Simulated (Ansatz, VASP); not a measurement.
## One calculation of ScF3, two programs

INCAR

```
SYSTEM = ScF3
PREC = Accurate
ENCUT = 520
EDIFF = 1E-6
ISMEAR = 0
SIGMA = 0.05
LREAL = .FALSE.
LASPH = .TRUE.
NELM = 60
ALGO = Normal
ISIF = 2
LWAVE = .FALSE.
LCHARG = .TRUE.
GGA = CA
LELF = .TRUE.
LVHAR = .TRUE.
NBANDS = 24
```

Contents of KPOINTS:

```
Automatic mesh
0
G
  6 6 6
  0 0 0
```

File POSCAR:

```
ScF3
1.0
    4.0672704708      0.4890266549      0.4890266549
    0.4890266549      4.0672704708      0.4890266549
    0.4890266549      0.4890266549      4.0672704708
Sc F
1 3
Direct
    0.0000000000      0.0000000000      0.0000000000
    0.5000000000      0.0000000000      0.0000000000
    0.0000000000      0.5000000000      0.0000000000
    0.0000000000      0.0000000000      0.5000000000
```

Input for Ansatz:

```yaml
crystal:
  lattice:
    - [4.0672704708, 0.4890266549, 0.4890266549]
    - [0.4890266549, 4.0672704708, 0.4890266549]
    - [0.4890266549, 0.4890266549, 4.0672704708]
  atoms:
    - { symbol: Sc, position: [0.0, 0.0, 0.0] }
    - { symbol: F, position: [0.5, 0.0, 0.0] }
    - { symbol: F, position: [0.0, 0.5, 0.0] }
    - { symbol: F, position: [0.0, 0.0, 0.5] }
basis:
  ecutwfc: 420
kpoints:
  mp_grid: { grid: [6, 6, 6] }
hamiltonian:
  xc: lda
scf:
  occupations: { method: gaussian, width: 0.05 }
output:
  forces: true
  stress: true
  eigenvalues: true
```

Alike in both runs: task single point; functional LDA; k mesh 6 × 6 × 6; occupations gaussian, width 0.05 eV; no spin polarisation.

```csv
,VASP,Ansatz
version,VASP 6.6.1,Ansatz 0.2.0
potentials or method,"VASP PAW LDA potentials, release 64 (Sc_sv, F), cutoff 520 eV","scalar-relativistic, plane waves, PAW"
valence electrons in the cell,32,32
```

VASP gave:

* gap on the k mesh at the Fermi level (eV): 4.65
* least direct gap on the mesh (eV): 4.75
* pressure (GPa): -6.9
* traceless stress, the component that is largest in VASP (GPa): -7.37

Which values does Ansatz return?

gap on the k mesh at the Fermi level (eV): 4.67; least direct gap on the mesh (eV): 4.77; pressure (GPa): -7.4; traceless stress, the component that is largest in VASP (GPa): -7.54.

LDA's correlation is that of Perdew and Zunger in VASP and of Perdew and Wang (1992) in Ansatz.
